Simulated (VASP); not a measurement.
Crystal: MgBe2Te2O.

```
Mg Be Te O
1.0
     4.15134    0.00000    0.00000
     0.00000    4.15134    0.00000
     0.00000    0.00000    6.65146
Mg Be Te O
1 2 2 1
Direct
  0.00000 0.00000 0.69730
  0.50000 0.00000 0.99462
  0.00000 0.50000 0.99462
  0.50000 0.50000 0.82875
  0.00000 0.00000 0.16438
  0.50000 0.50000 0.32032
```

The cell was built from a structure type or drawn by symmetry, and may not be a known phase.

```yaml
Program: VASP 6.6.1
Task: relaxation of cell and atoms
Functional: PBE
Potentials_or_basis: VASP PAW PBE potentials, release 64 (Mg, Be, Te, O)
Cutoff: 600 eV
k_mesh: 4 × 4 × 4
Occupations: gaussian, width 0.1 eV
Spin: no spin polarisation
```

At the start: pressure 6.6 GPa; volume 19.10 Å³/atom.

Q: Where does the relaxation end?

A: Over 53 steps the energy falls by 1058.7 meV/atom and the volume is 21.38 Å³/atom (+11.9 %); space group P4mm (No. 99, to 0.1 Å) before and after.

Step by step:
```
step  energy change (eV)  largest force (eV/Å)  pressure (GPa)  volume (Å³)
   1              0.0000                3.5255            6.55       114.63
   3             -0.8766                1.2148           -4.06       129.56
   5             -1.7983                0.5856            2.01       105.86
   7             -1.8986                0.7965            0.51       107.67
   9             -2.0613                1.0738           -0.47       111.04
  11             -2.7026                0.9128           -3.34       142.44
  13             -2.9927                1.3039           -1.96       134.57
  15             -3.0847                1.4706           -1.47       133.57
  17             -3.2779                1.8779           -0.53       134.15
  19             -4.3921                4.4818            7.29       123.47
  21             -5.0460                4.7890           13.35       114.86
  23             -5.0993                4.1762           16.07       111.63
  25             -5.3443                1.9379           14.88       111.67
  27             -5.6701                1.5489           11.28       114.92
  29             -6.1982                0.2761           -0.23       130.14
  31             -6.2028                0.2922            0.71       128.46
  33             -6.2181                0.2899            0.54       128.90
  35             -6.2253                0.6239           -0.25       130.82
  37             -6.2409                0.2810            0.06       130.26
  39             -6.2423                0.5103           -0.09       132.51
  41             -6.2623                0.2423           -0.13       131.70
  43             -6.3115                0.1593           -1.46       134.28
  45             -6.3327                0.2034           -0.86       132.54
  47             -6.3395                0.3569           -0.33       131.01
  49             -6.3486                0.1381           -0.16       129.66
  51             -6.3494                0.1521           -0.06       129.12
  53             -6.3520                0.0337            0.05       128.28
```

Final structure:
```
CELL_PARAMETERS angstrom
3.72931 0.00000 0.00000
0.00000 3.72931 0.00000
0.00000 0.00000 9.22347
ATOMIC_POSITIONS crystal
Mg 0.00000 0.00000 0.62512
Be 0.50000 0.00000 0.13656
Be 0.00000 0.50000 0.13656
Te 0.50000 0.50000 0.70877
Te 0.00000 0.00000 0.30402
O 0.50000 0.50000 0.08897
```

Caveat: the k points lie up to 0.42 Å⁻¹ apart in the final cell; a cell axis changed by over 15 % at a fixed basis, so the end point is rough.
